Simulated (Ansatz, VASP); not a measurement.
## Two plane-wave programs on Sc

```
CELL_PARAMETERS angstrom
3.29721 0.00000 0.00000
-1.64861 2.85547 0.00000
0.00000 0.00000 5.27053
ATOMIC_POSITIONS crystal
Sc 0.33333 0.66667 0.25000
Sc 0.66667 0.33333 0.75000
```

Alike in both runs: task single point; functional PBE; k mesh 15 × 15 × 8; occupations gaussian, width 0.1 eV; no spin polarisation.

```csv
,VASP,Ansatz
version,VASP 6.6.1,Ansatz 0.2.0
potentials or method,"VASP PAW PBE potentials, release 64 (Sc_sv), cutoff 520 eV","scalar-relativistic, plane waves, PAW"
valence electrons in the cell,22,22
```

|  | VASP | Ansatz | Ansatz less VASP |
| --- | --- | --- | --- |
| gap on the k mesh at the Fermi level (eV) | none | none | - |
| pressure (GPa) | -0.3 | -0.3 | -0.03 |
| traceless stress, the component that is largest in VASP (GPa) | -1.31 | -1.31 | -0.003 |

A gap of «none» marks a metal or a gap that the smearing closes.
